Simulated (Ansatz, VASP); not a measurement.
One calculation of TePb, two programs

```xyz
2
Lattice="-0.0645 3.1947 3.1947 3.1947 -0.0645 3.1947 3.1947 3.1947 -0.0645" Properties=species:S:1:pos:R:3 pbc="T T T"
Te    3.1625    3.1625    3.1625
Pb    0.0000    0.0000    0.0000
```

Change from the starting cell: equal xy, yz and zx shear strains of -2 %.

Alike in both runs: task single point; functional PBEsol; k mesh 10 × 10 × 10; occupations fermi-dirac, width 0.03 eV; no spin polarisation.

```csv
,VASP,Ansatz
version,VASP 6.6.1,Ansatz 0.2.0
potentials or method,"VASP PAW PBE potentials, release 64 (Te, Pb_d), cutoff 520 eV","all-electron LAPW, scalar-relativistic"
```

|  | VASP | Ansatz | Ansatz less VASP |
| --- | --- | --- | --- |
| pressure (GPa) | -0.3 | -0.2 | +0.04 |
| traceless stress, the component that is largest in VASP (GPa) | 0.29 | 0.29 | -0.001 |

VASP's potentials were made for PBE, not for PBEsol. Ansatz ran all-electron here, and VASP with PAW potentials.

Neither program's run includes spin-orbit coupling.
